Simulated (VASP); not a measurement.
Write the native input for VASP 6.6.1 that does the following.

| Item | Value |
| --- | --- |
| Task | single point |
| Functional | PBE |
| Potentials or basis | VASP PAW PBE potentials, release 64 (Cd, S) |
| Cutoff | 520 eV |
| k mesh | 4 × 4 × 4 |
| Occupations | gaussian, width 0.01 eV |
| Spin | no spin polarisation |
| Dipole correction | no |
| Further INCAR settings | ALGO = Normal; EDIFF = 1e-06; NBANDS = 16 |

The structure of CdS (Hawleyite) lies in POSCAR:

```
CdS
1.0
    0.1090276791      2.7899644988      2.8679341146
    2.9681365517      0.0481993988      2.9287623949
    2.9304196236      2.8130658677      0.0859263103
Cd S
1 1
Direct
    0.9986200000      0.0004500000      0.0030200000
    0.2529100000      0.2465500000      0.2501600000
```

The input as run:

INCAR

```
PREC = Accurate
ENCUT = 520
EDIFF = 1E-6
ISMEAR = 0
SIGMA = 0.01
LREAL = F
LASPH = T
NELM = 100
ALGO = Normal
ISIF = 2
LWAVE = F
LCHARG = T
GGA = PE
LELF = T
LVHAR = T
NBANDS = 16
```

KPOINTS

```
regular mesh
0
Gamma
  4 4 4
```

Potentials or basis: VASP PAW PBE potentials, release 64 (Cd, S).

Command:

```console
$ cat potpaw_PBE.64/Cd/POTCAR potpaw_PBE.64/S/POTCAR > POTCAR
$ mpirun -np 1 vasp_std > vasp.out
```

Results of the run:

| Quantity | Value |
| --- | --- |
| Pressure | 10.0 GPa |
| Largest force | 0.643 eV/Å |
| Band gap on the k mesh | 1.22 eV, direct |

Caveat: the k points lie up to 0.49 Å⁻¹ apart.

Wall time 55 s on 1 thread of AMD EPYC 7R13 (shared host), peak memory 0.15 GiB.
